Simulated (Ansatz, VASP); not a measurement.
## Two plane-wave programs on ZnSe

File POSCAR:

```
ZnSe
1.0
    2.7504234151      2.7504234151      0.0000000000
   -2.7504234151      2.7504234151      0.0000000000
    0.0000000000      2.7504234151      2.7504234151
Zn Se
1 1
Direct
    0.0000000000      0.0000000000      0.0000000000
    0.7500000000      0.2500000000      0.5000000000
```

Contents of INCAR.step1:

```
SYSTEM = ZnSe
ALGO = Normal
EDIFF = 1E-4
ENCUT = 520
GGA = PE
ISMEAR = 0
LASPH = .TRUE.
LCHARG = .FALSE.
LREAL = .FALSE.
LWAVE = .TRUE.
NBANDS = 16
NELM = 80
PREC = Accurate
SIGMA = 0.01
```

The input INCAR.step2:

```
SYSTEM = ZnSe
ALGO = Normal
EDIFF = 1E-6
ENCUT = 520
ISIF = 2
ISMEAR = 0
ISTART = 1
LASPH = .TRUE.
LCHARG = .FALSE.
LMIXTAU = .TRUE.
LREAL = .FALSE.
LWAVE = .FALSE.
METAGGA = R2SCAN
NBANDS = 16
NELM = 80
PREC = Accurate
SIGMA = 0.01
```

KPOINTS

```
k-points
0
G
  8 8 8
  0 0 0
```

Input for Ansatz:

```yaml
crystal:
  lattice:
    - [2.75042341505, 2.75042341505, 0.0]
    - [-2.75042341505, 2.75042341505, 0.0]
    - [0.0, 2.75042341505, 2.75042341505]
  atoms:
    - { symbol: Zn, position: [0.0, 0.0, 0.0] }
    - { symbol: Se, position: [0.75, 0.25, 0.5] }
kpoints:
  mp_grid: { grid: [8, 8, 8] }
scf:
  occupations: { method: fixed }
  convergence: { dr2_threshold: 1.0e-10 }
hamiltonian:
  xc: r2scan
  pseudopotentials: { kind: paw }
output:
  forces: true
  stress: true
  eigenstates:
    kpoints:
      - [0.0, 0.0, 0.0]
      - [-0.5, -0.5, -0.5]
      - [-0.5, 0.5, 0.0]
      - [0.0, 0.0, -0.5]
      - [0.0, -0.5, -0.5]
      - [0.0, 0.5, 0.0]
      - [-0.5, 0.0, 0.0]
      - [-0.5, 0.0, -0.5]
  eigenvalues: true
```

Alike in both runs: task single point; functional r2SCAN; k mesh 8 × 8 × 8; no spin polarisation.

|  | VASP | Ansatz |
| --- | --- | --- |
| version | VASP 6.6.1 | Ansatz 0.2.0 |
| potentials or method | VASP PAW PBE potentials, release 64 (Zn, Se) | PAW with Ansatz's default frozen-core files, scalar-relativistic |
| plane-wave cutoff (eV) | 520 | 500 |
| occupations | gaussian, width 0.01 eV | fixed |
| valence electrons in the cell | 18 | 28 |

Ansatz gave:

```
gap on the k mesh at the Fermi level (eV) : 2.26
pressure (GPa)                            : 7.0
```

**Question.** What did VASP give for the same quantities?

**Answer.** gap on the k mesh at the Fermi level (eV): 2.27; pressure (GPa): 7.2.

VASP's potentials were made for PBE, not for r2SCAN. VASP's potentials hold 18 valence electrons a cell and Ansatz's 28, so a difference there can come from the potentials and not from the codes.
